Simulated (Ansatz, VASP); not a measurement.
## Ti3W in VASP and in Ansatz

```
Ti W
1.0
     4.06638    0.00000    0.00000
     0.00000    4.06638    0.00000
     0.00000    0.00000    4.06638
Ti W
3 1
Direct
  0.50000 0.00000 0.50000
  0.00000 0.50000 0.50000
  0.50000 0.50000 0.00000
  0.00000 0.00000 0.00000
```

Alike in both runs: functional PBE; k mesh 12 × 12 × 12; occupations gaussian, width 0.1 eV; no spin polarisation.

Ansatz relaxed the structure, and its values are those at the end. VASP's run is a single point on that final structure, the one shown.

|  | VASP | Ansatz |
| --- | --- | --- |
| version | VASP 6.6.1 | Ansatz 0.2.0 |
| potentials or method | VASP PAW PBE potentials, release 64 (Ti_sv, W_sv), cutoff 520 eV | scalar-relativistic, plane waves, PAW |
| valence electrons in the cell | 50 | 50 |

Ansatz gave:

* gap on the k mesh at the Fermi level (eV): none
* pressure (GPa): 0.0

Estimate VASP's values.

gap on the k mesh at the Fermi level (eV): none; pressure (GPa): -0.2.

A gap of «none» marks a metal or a gap that the smearing closes. With one functional, cell and mesh, what is left measures potentials, basis and numerics.

Spin-orbit coupling is off throughout.
